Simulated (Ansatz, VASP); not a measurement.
**One calculation of CuSn2, two programs**

```
CELL_PARAMETERS angstrom
3.42391 0.00000 0.00000
-1.71196 2.96520 0.00000
0.00000 0.00000 13.40164
ATOMIC_POSITIONS crystal
Cu 0.33333 0.66667 0.35329
Cu 0.33333 0.66667 0.64671
Sn 0.33333 0.66667 0.00000
Sn 0.66667 0.33333 0.20783
Sn 0.66667 0.33333 0.50000
Sn 0.66667 0.33333 0.79217
```

Alike in both runs: functional PBE; k mesh 12 × 12 × 4; occupations gaussian, width 0.1 eV; no spin polarisation.

Ansatz relaxed the structure, and its values are those at the end. VASP's run is a single point on that final structure, the one shown.

```csv
,VASP,Ansatz
version,VASP 6.6.1,Ansatz 0.2.0
potentials or method,"VASP PAW PBE potentials, release 64 (Cu, Sn_d), cutoff 520 eV","scalar-relativistic, plane waves, PAW"
valence electrons in the cell,78,94
```

VASP gave:

| Item | Value |
| --- | --- |
| gap on the k mesh at the Fermi level (eV) | none |
| pressure (GPa) | 0.0 |
| rms of the force components (eV/Å) | 0.006 |

**Question.** Which values does Ansatz return?

**Answer.** gap on the k mesh at the Fermi level (eV): none; pressure (GPa): 0.0; rms of the force components (eV/Å): 0.000.

A gap of «none» marks a metal or a gap that the smearing closes. The functional is the same, so the differences come from potentials, cutoffs and numerics. VASP's potentials hold 78 valence electrons a cell and Ansatz's 94, so a difference there can come from the potentials and not from the codes.
